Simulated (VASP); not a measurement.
LiNbO3:

```
Li Nb O
1.0
     2.56890    1.48316    4.49957
    -2.56890    1.48316    4.49957
     0.00000   -2.96631    4.49957
Li Nb O
2 2 6
Direct
  0.25000 0.25000 0.25000
  0.75000 0.75000 0.75000
  0.00000 0.00000 0.00000
  0.50000 0.50000 0.50000
  0.12435 0.37565 0.75000
  0.75000 0.12435 0.37565
  0.37565 0.75000 0.12435
  0.25000 0.87565 0.62435
  0.87565 0.62435 0.25000
  0.62435 0.25000 0.87565
```

- Program: VASP 6.6.1
- Task: relaxation of cell and atoms
- Functional: PBE
- Potentials or basis: VASP PAW PBE potentials, release 64 (Li_sv, Nb_sv, O)
- Cutoff: 600 eV
- k mesh: 6 × 6 × 6
- Occupations: gaussian, width 0.1 eV
- Spin: no spin polarisation

At the start: pressure 9.5 GPa; volume 10.29 Å³/atom.

Problem. How do energy, volume and symmetry change on relaxing?

Solution. Over 6 steps the energy falls by 14.5 meV/atom and the volume is 10.81 Å³/atom (+5.1 %); space group R-3c (No. 167, to 0.05 Å).

Step by step:
| step | energy change (eV) | largest force (eV/Å) | pressure (GPa) | volume (Å³) |
| --- | --- | --- | --- | --- |
| 1 | 0.0000 | 0.1171 | 9.52 | 102.86 |
| 2 | 0.0263 | 0.5475 | -8.72 | 112.23 |
| 3 | -0.1232 | 0.2210 | 0.03 | 107.17 |
| 4 | -0.1232 | 0.2151 | 0.21 | 107.09 |
| 5 | -0.1348 | 0.1504 | 0.18 | 107.43 |
| 6 | -0.1447 | 0.0276 | 0.13 | 108.12 |

Final structure:
```
CELL_PARAMETERS angstrom
2.60262 1.50263 4.60788
-2.60262 1.50263 4.60788
0.00000 -3.00525 4.60788
ATOMIC_POSITIONS crystal
Li 0.25000 0.25000 0.25000
Li 0.75000 0.75000 0.75000
Nb 0.00000 0.00000 0.00000
Nb 0.50000 0.50000 0.50000
O 0.12917 0.37083 0.75000
O 0.75000 0.12917 0.37083
O 0.37083 0.75000 0.12917
O 0.25000 0.87083 0.62917
O 0.87083 0.62917 0.25000
O 0.62917 0.25000 0.87083
```

Caveat: the cutoff is under 1.25 times the usual one of these potentials, so pressure, stress and relaxed cells hold a basis-set (Pulay) error; the relaxation stopped at a loose force limit of 0.05 eV/Å, so its end isn't a converged minimum.
